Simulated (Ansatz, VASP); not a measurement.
# HfC: VASP beside Ansatz

```
Hf C
1.0
     0.00000    2.32500    2.32500
     2.32500    0.00000    2.32500
     2.32500    2.32500    0.00000
Hf C
1 1
Cartesian
  2.3250 2.3250 2.3250
  0.0000 0.0000 0.0000
```

Alike in both runs: functional PBEsol; k mesh 10 × 10 × 10; occupations fermi-dirac, width 0.05 eV; no spin polarisation; Hubbard terms Hf d U = 1.0 eV.

```csv
,VASP,Ansatz
version,VASP 6.6.1,Ansatz 0.2.0
potentials or method,"VASP PAW PBE potentials, release 64 (Hf_pv, C)",Ansatz PAW
plane-wave cutoff (eV),520,420
valence electrons in the cell,14,30
task,single point,projected density of states
```

VASP gave:

* gap on the k mesh at the Fermi level (eV): none
* pressure (GPa): -3.4

Question: What did Ansatz give for the same quantities?

Answer: gap on the k mesh at the Fermi level (eV): none; pressure (GPa): -5.0.

VASP's potentials were made for PBE, not for PBEsol. The programs project onto different local orbitals, so the same U acts differently, and such runs can settle in different states. A gap of «none» marks a metal or a gap that the smearing closes. VASP's potentials hold 14 valence electrons a cell and Ansatz's 30, so a difference there can come from the potentials and not from the codes.

Neither program's run includes spin-orbit coupling.
